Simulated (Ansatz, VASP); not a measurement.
**SrO in VASP and in Ansatz**

Contents of INCAR:

```
SYSTEM = SrO
PREC     = Accurate       ! precision mode
ENCUT    = 520            ! plane-wave cutoff, eV
EDIFF    = 1E-6           ! SCF threshold, eV
ISMEAR   = 0              ! smearing method
SIGMA    = 0.05           ! smearing width, eV
LREAL    = .FALSE.        ! projectors in reciprocal space
LASPH    = .TRUE.         ! aspherical terms in the spheres
NELM     = 60             ! most SCF steps
ALGO     = Normal         ! electronic algorithm
ISIF     = 2              ! what is computed and relaxed
LWAVE    = .FALSE.        ! write WAVECAR
LCHARG   = .FALSE.        ! write CHGCAR
NBANDS   = 24             ! bands
```

File KPOINTS:

```
Automatic mesh
0
G
  9 9 8
  0 0 0
```

File POSCAR:

```
SrO
1.0
    0.0000000000     -2.5111678675     -2.5111678675
   -2.5111678675      0.0000000000     -2.5111678675
    2.5111678675      2.5111678675     -5.0223357350
Sr O
2 2
Direct
   -0.0016350892     -0.0016350892     -0.0016350892
    0.4983649108      0.4983649108      0.4983649108
    0.7589547170      0.7589547170      0.7589547170
    0.2589547170      0.2589547170      0.2589547170
```

Input for Ansatz:

```yaml
crystal:
  lattice:
    - [0.0, -2.5111678675, -2.5111678675]
    - [-2.5111678675, 0.0, -2.5111678675]
    - [2.5111678675, 2.5111678675, -5.022335735]
  atoms:
    - { symbol: Sr, position: [-0.0016350892, -0.0016350892, -0.0016350892] }
    - { symbol: Sr, position: [0.4983649108, 0.4983649108, 0.4983649108] }
    - { symbol: O, position: [0.758954717, 0.758954717, 0.758954717] }
    - { symbol: O, position: [0.258954717, 0.258954717, 0.258954717] }
basis:
  ecutwfc: 520.0
kpoints:
  mp_grid: { grid: [9, 9, 8] }
hamiltonian:
  xc: lda
  pseudopotentials: { kind: paw }
scf:
  occupations: { method: gaussian, width: 0.05 }
output:
  forces: true
  stress: true
  eigenvalues: true
  write_density: true
  write_potential: true
  elf: true
  volumetric_format: npy
```

Change from the starting cell: mode 8 frozen in at -0.091 Å, equal normal strain along x, y and z -0.0083.

Alike in both runs: task single point; functional LDA; k mesh 9 × 9 × 8; occupations gaussian, width 0.05 eV; no spin polarisation.

|  | VASP | Ansatz |
| --- | --- | --- |
| version | VASP 6.6.1 | Ansatz 0.2.0 |
| potentials or method | VASP PAW LDA potentials, release 64 (Sr_sv, O), cutoff 520 eV | scalar-relativistic, plane waves, PAW |
| valence electrons in the cell | 32 | 32 |

VASP gave:

```
gap on the k mesh at the Fermi level (eV)                     : 3.14
least direct gap on the mesh (eV)                             : 3.16
pressure (GPa)                                                : 4.1
traceless stress, the component that is largest in VASP (GPa) : 1.21
rms of the force components (eV/Å)                            : 0.193
```

Q: Estimate Ansatz's values.

A: gap on the k mesh at the Fermi level (eV): 3.20; least direct gap on the mesh (eV): 3.21; pressure (GPa): 3.1; traceless stress, the component that is largest in VASP (GPa): 1.14; rms of the force components (eV/Å): 0.180.

LDA's correlation is that of Perdew and Zunger in VASP and of Perdew and Wang (1992) in Ansatz. Atom by atom the forces differ by 0.013 eV/Å (rms over components).
